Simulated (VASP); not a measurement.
Si3B4: single point with PBE

Si3B4:

```
Si B
1.0
     5.28773    0.00000    0.00000
    -2.64386    4.57931    0.00000
     0.00000    0.00000    3.08809
Si B
3 4
Cartesian
  2.6439 0.0000 0.0000
  -1.3219 2.2897 0.0000
  1.3219 2.2897 0.0000
  0.0000 0.0000 0.7614
  0.0000 0.0000 2.3267
  0.0000 3.0529 1.5440
  2.6439 1.5264 1.5440
```

The cell was built from a structure type or drawn by symmetry, and may not be a known phase.

| Item | Value |
| --- | --- |
| Program | VASP 6.6.1 |
| Task | single point |
| Functional | PBE |
| Potentials or basis | VASP PAW PBE potentials, release 64 (Si, B) |
| Cutoff | 500 eV |
| k mesh | 4 × 4 × 4 |
| Occupations | gaussian, width 0.2 eV |
| Spin | no spin polarisation |

```json
{
  "Pressure": "0.0 GPa",
  "Largest force": "0.005 eV/Å",
  "Band gap on the k mesh": "zero (bands 12 and 13 overlap by 2.59 eV)"
}
```

Forces on the atoms (eV/Å):
```
Si   0.000  0.000  0.000
Si   0.000  0.000  0.000
Si   0.000  0.000  0.000
B    0.000  0.000 -0.005
B    0.000  0.000  0.005
B    0.000  0.000  0.000
B    0.000  0.000  0.000
```

Stress tensor (GPa, compression positive):
```
 0.12  0.00  0.00
 0.00  0.12  0.00
 0.00  0.00 -0.26
```

Levels at points of the mesh, in eV from the Fermi level:
| k point | band 9 | band 10 | band 11 | band 12 | band 13 | band 14 | band 15 | band 16 |
| --- | --- | --- | --- | --- | --- | --- | --- | --- |
| (0.00, 0.00, 0.00) | -2.32 | 0.44 | 0.86 | 0.86 | 2.66 | 5.28 | 5.28 | 5.64 |
| (0.50, 0.00, 0.00) | -2.41 | -1.62 | -1.42 | -0.81 | 1.24 | 3.20 | 4.14 | 4.33 |
| (0.00, 0.00, 0.50) | -4.07 | -4.07 | -3.76 | -3.76 | -1.73 | -1.73 | 3.67 | 3.67 |
| (0.50, 0.00, 0.50) | -1.60 | -1.48 | -1.02 | 0.02 | 0.75 | 0.91 | 1.11 | 1.52 |

Wall time 11 s on 1 thread of Intel(R) Xeon(R) 6975P-C (Granite Rapids) (shared host), peak memory 0.18 GiB.

Caveat: the k points lie up to 0.51 Å⁻¹ apart, too coarse for converged energies and pressures of a metal.
